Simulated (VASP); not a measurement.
# Cu (I4/mmm) in VASP: further runs

Cu is run at these levels: LDA, BLYP, PBEsol; tasks: single point.

Everything below comes from runs of VASP 6.6.1. Logs are shortened: lines on timing, memory, paths and dates and some standing lists are left out, and cuts for length are marked.

### Step 1. The cell of the first run

Symmetry: I4/mmm, No. 139, tetragonal system. The conventional cell has a = 2.886 Å, b = 2.886 Å, c = 2.752 Å, α = 90.00°, β = 90.00°, γ = 90.00°. Cu (site symmetry 4/mmm) has 14 Cu at 2.46 to 2.89 Å within 3.2 Å.

### Step 2. Single point, LDA

File INCAR:

```
SYSTEM = Cu
PREC = Accurate
ENCUT = 520
EDIFF = 1E-6
ISMEAR = -1
SIGMA = 0.05
LREAL = .False.
LASPH = .True.
NELM = 60
ALGO = Normal
ISIF = 2
LWAVE = .False.
LCHARG = .False.
NBANDS = 12
```

File KPOINTS:

```
regular mesh
0
Gamma
  14 14 14
  0 0 0
```

File POSCAR:

```
Cu
1.0
   -1.4427900000      1.4427900000      1.3760800000
    1.4427900000     -1.4427900000      1.3760800000
    1.4427900000      1.4427900000     -1.3760800000
Cu
1
Direct
    0.0000000000      0.0000000000      0.0000000000
```

Potentials or basis: VASP PAW LDA potentials, release 64 (Cu).

Launch:

```sh
$ cat potpaw_LDA.64/Cu/POTCAR > POTCAR
$ mpirun -np 1 vasp_std > vasp.out
```

OUTCAR:

```text
SYSTEM = Cu
   PREC = Accurate
   ENCUT = 520
   EDIFF = 1E-6
   ISMEAR = -1
   LREAL = .False.
   LASPH = .True.
   NELM = 60
   ISIF = 2

 ion  position               nearest neighbor table
   1  0.000  0.000  0.000-

  LATTYP: Found a body centered tetragonal cell.
 ALAT       =     2.8855800000
 C/A-ratio  =     0.9537631949

  Lattice vectors:

 A1 = (  -1.4427900000,   1.4427900000,   1.3760800000)
 A2 = (   1.4427900000,  -1.4427900000,   1.3760800000)
 A3 = (   1.4427900000,   1.4427900000,  -1.3760800000)

Analysis of symmetry for initial positions (statically):
=====================================================================
 Subroutine PRICEL returns:
 Original cell was already a primitive cell.

 Routine SETGRP: Setting up the symmetry group for a
 body centered tetragonal supercell.

 Subroutine GETGRP returns: Found 16 space group operations
 (whereof 16 operations were pure point group operations)
 out of a pool of 16 trial point group operations.

The static configuration has the point symmetry D_4h.

Analysis of symmetry for dynamics (positions and initial velocities):
=====================================================================
 Subroutine PRICEL returns:
 Original cell was already a primitive cell.

 Routine SETGRP: Setting up the symmetry group for a
 body centered tetragonal supercell.

 Subroutine GETGRP returns: Found 16 space group operations
 (whereof 16 operations were pure point group operations)
 out of a pool of 16 trial point group operations.

The dynamic configuration has the point symmetry D_4h.

 Subroutine INISYM returns: Found 16 space group operations
 (whereof 16 operations are pure point group operations),
 and found     1 'primitive' translations

----------------------------------------------------------------------------------------

                                     Primitive cell

  volume of cell :      11.4580

  direct lattice vectors                    reciprocal lattice vectors
    -1.442790000  1.442790000  1.376080000     0.000000000  0.346550780  0.363350968
     1.442790000 -1.442790000  1.376080000     0.346550780  0.000000000  0.363350968
     1.442790000  1.442790000 -1.376080000     0.346550780  0.346550780  0.000000000

  length of vectors
     2.461073370  2.461073370  2.461073370     0.502116888  0.502116888  0.490096813

  position of ions in fractional coordinates (direct lattice)
     0.000000000  0.000000000  0.000000000

  ion indices of the primitive-cell ions
   primitive index   ion index
                 1           1

----------------------------------------------------------------------------------------

 KPOINTS: regular mesh

Automatic generation of k-mesh.
 Grid dimensions read from file:
 generate k-points for:   14   14   14

 Generating k-lattice:

  Cartesian coordinates                     Fractional coordinates (reciprocal lattice)
     0.000000000  0.024753627  0.025953641     0.071428571  0.000000000  0.000000000
     0.024753627  0.000000000  0.025953641     0.000000000  0.071428571  0.000000000
     0.024753627  0.024753627  0.000000000     0.000000000  0.000000000  0.071428571

  Length of vectors
     0.035865492  0.035865492  0.035006915

  Shift w.r.t. Gamma in fractional coordinates (k-lattice)
     0.000000000  0.000000000  0.000000000

 Subroutine IBZKPT returns following result:
 ===========================================

 Found    244 irreducible k-points:

 Following reciprocal coordinates:
            Coordinates               Weight
  0.000000  0.000000  0.000000      1.000000
  0.071429  0.000000 -0.000000      8.000000
  0.142857  0.000000  0.000000      8.000000
  0.214286  0.000000  0.000000      8.000000
  0.285714  0.000000  0.000000      8.000000
  0.357143  0.000000  0.000000      8.000000
[... 16 lines left out ...]
  0.214286  0.142857  0.000000     16.000000
  0.285714  0.142857  0.000000     16.000000
 [... further k-points ...]
   k-points           NKPTS =    244   k-points in BZ     NKDIM =    244   number of bands    NBANDS=     12
   number of dos      NEDOS =    301   number of ions     NIONS =      1
   total plane-waves  NPLWV =   5832
   dimension x,y,z NGX =    18 NGY =   18 NGZ =   18
   dimension x,y,z NGXF=    36 NGYF=   36 NGZF=   36
   ions per type =               1
   NGX,Y,Z   is equivalent  to a cutoff of  12.16, 12.16, 12.16 a.u.
   NGXF,Y,Z  is equivalent  to a cutoff of  24.32, 24.32, 24.32 a.u.
 SYSTEM =  Cu
   PREC   = accura    normal or accurate (medium, high low for compatibility)
   ISTART =      0    job   : 0-new  1-cont  2-samecut
   ICHARG =      2    charge: 1-file 2-atom 10-const
   ISPIN  =      1    spin polarized calculation?
   LNONCOLLINEAR =      F non collinear calculations
   LSORBIT =      F    spin-orbit coupling
   LASPH  =      T    aspherical Exc in radial PAW
   ENCUT  =  520.0 eV  38.22 Ry    6.18 a.u.   4.58  4.58  4.58*2*pi/ulx,y,z
   NELM   =     60;   NELMIN=  2; NELMDL= -5     # of ELM steps
   EDIFF  = 0.1E-05   stopping-criterion for ELM
   LREAL  =      F    real-space projection
   EDIFFG = 0.1E-04   stopping-criterion for IOM
   NSW    =      0    number of steps for IOM
   IBRION =     -1    ionic relax: 0-MD 1-quasi-New 2-CG
   NFREE  =      0    steps in history (QN), initial steepest desc. (CG)
   ISIF   =      2    stress and relaxation
   ISYM   =      2    0-nonsym 1-usesym 2-fastsym
   POTIM  = 0.5000    time-step for ionic-motion
   TEBEG  =    0.0;   TEEND  =   0.0 temperature during run
   PSTRESS=    0.0 pullay stress
   NELECT =      11.0000    total number of electrons
   NUPDOWN=      -1.0000    fix difference up-down
   EMIN   =  10.00;   EMAX   =-10.00  energy-range for DOS
   EFERMI =   0.00;   METHOD = LEGACY
   ISMEAR =    -1;   SIGMA  =   0.05  broadening in eV -4-tet -1-fermi 0-gaus
   EFERMI_NEDOS =   21; number of points for ismear=-14 and -15
   IALGO  =     38    algorithm
   IMIX   =      4    mixing-type and parameters
     AMIX     =   0.40;   BMIX     =  1.00
     AMIX_MAG =   1.60;   BMIX_MAG =  1.00
  volume/ion in A,a.u.               =      11.46        77.32
  Fermi-wavevector in a.u.,A,eV,Ry     =   1.614987  3.051883 35.486493  2.608184
  Thomas-Fermi vector in A             =   2.709807
   LORBIT       =      0    0 simple, 1 ext, 2 COOP (PROOUT), +10 PAW based schemes
   GGA     = CA    functional components
   LHFCALC =     F    Hartree Fock is set to
   AEXX    =    0.0000 exact exchange contribution
   IVDW    =     0    specifies the selected vdW correction
   LEPSILON=     F    determine dielectric tensor
   LRPA    =     F    only Hartree local field effects (RPA)
 non-spin polarized calculation
  energy-cutoff  :      520.00
  volume of cell :       11.46
 maximum number of plane-waves:       325
   NGX =  9   NGY =  9   NGZ =  9

 number of electron      10.9999998 magnetization

 Free energy of the ion-electron system (eV)
  ---------------------------------------------------
  ext. energy  EPLUGINS =         0.00000000
  ---------------------------------------------------
  free energy    TOTEN  =        -4.65255415 eV

  energy without entropy =       -4.64828128  energy(sigma->0) =       -4.65041772

 E-fermi :   7.7306     XC(G=0): -13.2825

 val. band max:        7.7284388107   @ k =   0.2143   0.1429   0.1429
 cond. band min:       7.7429851877   @ k =   0.5000   0.1429   0.0714
 fundamental gap:      0.0145463771
 Fermi energy:         7.7305531132

 k-point     1 :       0.0000    0.0000    0.0000
  band No.  band energies     occupation
      1      -1.8514      2.00000
      2       4.3430      2.00000
      3       4.5394      2.00000
      4       4.5394      2.00000
      5       5.4286      2.00000
      6       5.6420      2.00000
      7      32.6573      0.00000
      8      32.6573      0.00000
      9      33.9142      0.00000
     10      36.4408      0.00000
     11      36.4408      0.00000
     12      36.7356      0.00000

 k-point     2 :       0.0714    0.0000   -0.0000
  band No.  band energies     occupation
      1      -1.6472      2.00000
      2       4.3501      2.00000
      3       4.5340      2.00000
      4       4.5711      2.00000
      5       5.4289      2.00000
      6       5.6128      2.00000
      7      31.3297      0.00000
      8      32.1252      0.00000
      9      32.4931      0.00000
     10      34.4318      0.00000
     11      35.0186      0.00000
     12      35.7576      0.00000

 k-point     3 :       0.1429    0.0000    0.0000
  band No.  band energies     occupation
      1      -1.0471      2.00000
      2       4.2739      2.00000
      3       4.5050      2.00000
      4       4.7630      2.00000
      5       5.4265      2.00000
      6       5.5626      2.00000
      7      27.7006      0.00000
      8      30.5659      0.00000
      9      31.0110      0.00000
     10      32.2337      0.00000
     11      33.8704      0.00000
     12      36.0704      0.00000
[... 286 lines left out ...]
 k-point    23 :       0.2143    0.1429    0.0000
  band No.  band energies     occupation
      1       1.5667      2.00000
      2       3.9904      2.00000
      3       4.1755      2.00000
      4       5.3549      2.00000
      5       5.7213      2.00000
      6       5.9573      2.00000
      7      20.3013      0.00000
      8      22.6143      0.00000
      9      26.5932      0.00000
     10      32.2357      0.00000
     11      35.2464      0.00000
     12      37.2869      0.00000

 k-point    24 :       0.2857    0.1429    0.0000
  band No.  band energies     occupation
      1       2.4395      2.00000
      2       3.8329      2.00000
      3       4.4109      2.00000
      4       5.4055      2.00000
      5       5.8091      2.00000
      6       6.7423      2.00000
      7      16.8927      0.00000
      8      21.4685      0.00000
      9      25.6143      0.00000
     10      31.7589      0.00000
     11      35.9245      0.00000
     12      37.5519      0.00000

 [... further k-points ...]

------------------------ aborting loop because EDIFF is reached ----------------------------------------

  FORCE on cell =-STRESS in cart. coord.  units (eV):
  Direction    XX          YY          ZZ          XY          YZ          ZX
  --------------------------------------------------------------------------------------
  -------------------------------------------------------------------------------------
  Total       -0.4832803     -0.4832803     -0.5345929      0.0000000      0.0000000      0.0000000
  in kB      -67.5771272    -67.5771272    -74.7521717      0.0000000      0.0000000      0.0000000
  external PRESSURE =     -69.9688087 kB  Pullay stress =       0.0000000 kB

 VOLUME and BASIS-vectors are now :
 -----------------------------------------------------------------------------
  energy-cutoff  :      520.00
  volume of cell :       11.46
      direct lattice vectors                 reciprocal lattice vectors
    -1.442790000  1.442790000  1.376080000     0.000000000  0.346550780  0.363350968
     1.442790000 -1.442790000  1.376080000     0.346550780  0.000000000  0.363350968
     1.442790000  1.442790000 -1.376080000     0.346550780  0.346550780  0.000000000

 POSITION                                       TOTAL-FORCE (eV/Angst)
 -----------------------------------------------------------------------------------
      0.00000      0.00000      0.00000         0.000000      0.000000      0.000000
 -----------------------------------------------------------------------------------
    total drift:                                0.000000      0.000000      0.000000

  FREE ENERGIE OF THE ION-ELECTRON SYSTEM (eV)
  ---------------------------------------------------
  free  energy   TOTEN  =        -4.6525541536 eV

  energy  without entropy=       -4.6482812832  energy(sigma->0) =       -4.65041772
```

Wall time 22 s (1 thread of Intel Xeon Platinum 8488C (Sapphire Rapids), shared host); peak memory 0.14 GiB.

What came out:

| Item | Value |
| --- | --- |
| Free energy | -4.6526 eV |
| Pressure | -7.0 GPa |

Levels at points of the mesh, in eV from the Fermi level:
```tsv
k point	band 4	band 5	band 6	band 7	band 8	band 9
(0.00, 0.00, 0.00)	-3.19	-2.30	-2.09	24.93	24.93	26.18
(0.50, 0.00, 0.00)	-1.99	-1.42	-0.52	4.66	17.33	17.35
(0.50, 0.50, 0.00)	-2.12	-1.45	-0.89	4.13	18.62	18.74
(0.50, 0.50, 0.50)	-1.62	-1.57	7.67	7.67	9.51	13.46
```

### Step 3. Single point, BLYP

File INCAR:

```
AGGAC = 1.0 ; AGGAX = 1.0
ALDAC = 0.0 ; ALDAX = 1.0
ALGO = Normal ; EDIFF = 1E-6
ENCUT = 520 ; GGA = B5
ISIF = 2 ; ISMEAR = -1
LASPH = T ; LCHARG = T
LELF = T ; LREAL = F
LVHAR = T ; LWAVE = F
NBANDS = 12 ; NELM = 100
PREC = Accurate ; SIGMA = 0.05
```

File KPOINTS:

```
k-points
0
Gamma
  14 14 14
```

POSCAR is that of step 2.

Potentials or basis: VASP PAW PBE potentials, release 64 (Cu).

Launch:

```sh
$ cat potpaw_PBE.64/Cu/POTCAR > POTCAR
$ mpirun -np 1 vasp_std > vasp.out
```

It took 26 s on 1 thread of Intel Xeon Platinum 8488C (Sapphire Rapids), shared host; peak memory 0.14 GiB.

Results (log left out):

| Quantity | Value |
| --- | --- |
| Free energy | -2.8786 eV |
| Pressure | 16.6 GPa |

Stress tensor (GPa, compression positive):
```
16.88  0.00  0.00
 0.00 16.88  0.00
 0.00  0.00 16.17
```

Levels at points of the mesh, in eV from the Fermi level:
```csv
k point,band 2,band 3,band 4,band 5,band 6,band 7,band 8,band 9,band 10,band 11
"(0.00, 0.00, 0.00)",-3.46,-3.26,-3.26,-2.39,-2.18,25.14,25.14,26.42,28.60,28.60
"(0.50, 0.00, 0.00)",-4.14,-2.31,-2.08,-1.49,-0.40,4.63,17.30,17.48,21.57,24.51
"(0.50, 0.50, 0.00)",-3.91,-2.46,-2.22,-1.52,-0.76,4.10,18.70,18.77,22.73,25.60
"(0.50, 0.50, 0.50)",-4.87,-1.70,-1.70,-1.64,7.73,7.73,9.56,13.66,14.17,16.56
```

Caveat: the PAW data sets were made with another functional, which shifts forces and pressure a little.

### Step 4. Single point, PBEsol

File INCAR:

```
SYSTEM = Cu
PREC = Accurate ; ENCUT = 520
EDIFF = 1E-6 ; ISMEAR = -1
SIGMA = 0.05 ; LREAL = .FALSE.
LASPH = .TRUE. ; NELM = 80
ALGO = Normal ; ISIF = 2
LWAVE = .FALSE. ; LCHARG = .FALSE.
GGA = PS ; NBANDS = 12
```

File KPOINTS:

```
Automatic mesh
0
G
  14 14 14
  0 0 0
```

POSCAR is that of step 3.

Launch:

```sh
$ cat potpaw_PBE.64/Cu/POTCAR > POTCAR
$ mpirun -np 1 vasp_std > vasp.out
```

Run time: 18 s. Hardware: 1 thread of Intel Xeon Platinum 8488C (Sapphire Rapids), shared host; peak memory 0.14 GiB.

Results (log left out):

| Quantity | Value |
| --- | --- |
| Free energy | -4.2658 eV |
| Pressure | -0.7 GPa |

Stress tensor (GPa, compression positive):
```
-0.51  0.00  0.00
 0.00 -0.51  0.00
 0.00  0.00 -1.07
```

Levels at points of the mesh, in eV from the Fermi level:
```tsv
k point	band 2	band 3	band 4	band 5	band 6	band 7	band 8	band 9	band 10	band 11
(0.00, 0.00, 0.00)	-3.34	-3.14	-3.14	-2.26	-2.05	24.85	24.85	26.09	28.88	28.88
(0.50, 0.00, 0.00)	-4.04	-2.17	-1.95	-1.38	-0.58	4.67	17.32	17.42	21.32	24.41
(0.50, 0.50, 0.00)	-3.80	-2.34	-2.09	-1.41	-0.95	4.15	18.57	18.84	22.49	25.50
(0.50, 0.50, 0.50)	-4.80	-1.58	-1.58	-1.53	7.68	7.68	9.53	13.34	13.97	16.76
```

Caveat: the PAW data sets were made with another functional, which shifts forces and pressure a little.

### Step 5. The runs side by side

```csv
level,potentials or basis,gap on the mesh (eV),pressure (GPa)
LDA,"VASP PAW LDA potentials, release 64 (Cu)",none,-7.0
BLYP,"VASP PAW PBE potentials, release 64 (Cu)",none,16.6
PBEsol,"VASP PAW PBE potentials, release 64 (Cu)",none,-0.7
```

Alike in all rows: task single point; no spin polarisation; cell as given; k mesh 14 × 14 × 14; cutoff (eV) 520; smearing fermi-dirac 0.05 eV.

Caveats: the PAW data sets were made with another functional, which shifts forces and pressure a little (some runs).

Total energies depend on the potentials used, so only differences within one code and one set of settings carry meaning.
